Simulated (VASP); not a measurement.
Set up this calculation in VASP 6.6.1, as the native input.

* Task: single point
* Functional: PBE
* Potentials or basis: VASP PAW PBE potentials, release 64 (Al, Se)
* Cutoff: 520 eV
* k mesh: 6 × 6 × 6
* Occupations: gaussian, width 0.1 eV
* Spin: no spin polarisation
* Dipole correction: no
* Further INCAR settings: ALGO = Normal; EDIFF = 1e-07; NBANDS = 18

The structure of AlSe3 lies in POSCAR:

```
AlSe3
1.0
   -1.8613918145      1.8613918145      7.4327956570
    1.8613918145     -1.8613918145      7.4327956570
    1.8613918145      1.8613918145     -7.4327956570
Al Se
1 3
Direct
    0.0000000000      0.0000000000      0.0000000000
    0.5000000000      0.5000000000      0.0000000000
    0.2500000000      0.7500000000      0.5000000000
    0.7500000000      0.2500000000      0.5000000000
```

One way to write it, as run:

INCAR

```
SYSTEM = AlSe3
  PREC = Accurate
  ENCUT = 520
  EDIFF = 1E-7
  ISMEAR = 0
  SIGMA = 0.1
  LREAL = .FALSE.
  LASPH = .TRUE.
  NELM = 80
  ALGO = Normal
  ISIF = 2
  LWAVE = .FALSE.
  LCHARG = .TRUE.
  GGA = PE
  LELF = .TRUE.
  LVHAR = .TRUE.
  NBANDS = 18
```

KPOINTS

```
Automatic mesh
0
G
  6 6 6
  0 0 0
```

Potentials or basis: VASP PAW PBE potentials, release 64 (Al, Se).

Launch:

```bash
$ cat potpaw_PBE.64/Al/POTCAR potpaw_PBE.64/Se/POTCAR > POTCAR
$ mpirun -np 1 vasp_std > vasp.out
```

It gave:

| Property | Result |
| --- | --- |
| Pressure | 0.1 GPa |

Caveat: the k points lie up to 0.40 Å⁻¹ apart.

Wall time 3.2 min on 1 thread of Intel(R) Xeon(R) Platinum 8259CL CPU @ 2.50GHz (Skylake/Cascade Lake), on a shared host, peak memory 0.47 GiB.
